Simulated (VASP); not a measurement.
Write the native input for VASP 6.6.1 that does the following.

```yaml
Task: single point
Functional: PBE
Potentials_or_basis: VASP PAW PBE potentials, release 64 (Be, Te)
Cutoff: 520 eV
k_mesh: 6 × 4 × 6
Occupations: gaussian, width 0.1 eV
Spin: no spin polarisation
Dipole_correction: no
Further_INCAR_settings: ALGO = Normal; EDIFF = 1e-07; NBANDS = 43
```

The structure of Be3Te4 lies in POSCAR:

```
Be3Te4
1.0
    6.7171399958      0.0000000000      0.0000000000
    0.0000000000      7.4195514224      0.0000000000
    0.0000000000      0.0000000000      6.8570841121
Be Te
6 8
Direct
    0.5000000000      0.8447414146      0.0159300278
    0.2509354816      0.3504302568      0.0090557654
    0.7490645184      0.3504302568      0.0090557654
    0.0000000000      0.1552585854      0.5159300278
    0.2490645184      0.6495697432      0.5090557654
    0.7509354816      0.6495697432      0.5090557654
    0.5000000000      0.1435307490      0.8612610149
    0.7454950951      0.3513115460      0.3649262736
    0.2545049049      0.3513115460      0.3649262736
    0.0000000000      0.8564692510      0.3612610149
    0.2454950951      0.6486884540      0.8649262736
    0.7545049049      0.6486884540      0.8649262736
    0.0000000000      0.1436215831      0.8698448793
    0.5000000000      0.8563784169      0.3698448793
```

This cell differs from its parent crystal: atoms taken out.

These files were run (other wordings do the same):

INCAR

```
SYSTEM = Be3Te4
PREC = Accurate
ENCUT = 520
EDIFF = 1E-7
ISMEAR = 0
SIGMA = 0.1
LREAL = .FALSE.
LASPH = .TRUE.
NELM = 60
ALGO = Normal
ISIF = 2
LWAVE = .FALSE.
LCHARG = .TRUE.
GGA = PE
LELF = .TRUE.
LVHAR = .TRUE.
NBANDS = 43
```

KPOINTS

```
regular mesh
0
G
  6 4 6
  0 0 0
```

Potentials or basis: VASP PAW PBE potentials, release 64 (Be, Te).

Command:

```sh
$ cat potpaw_PBE.64/Be/POTCAR potpaw_PBE.64/Te/POTCAR > POTCAR
$ mpirun -np 1 vasp_std > vasp.out
```

Results of the run:

```
Pressure               : 0.1 GPa
Largest force          : 0.015 eV/Å
Band gap on the k mesh : zero (bands 30 and 31 overlap by 2.47 eV)
```

Caveat: the cell differs from its parent crystal (atoms taken out); spin-orbit coupling is left out, which moves the levels of the heavy elements.

Wall time 18 min on 1 thread of Intel(R) Xeon(R) 6975P-C (Granite Rapids), with other jobs on the host, peak memory 0.71 GiB.
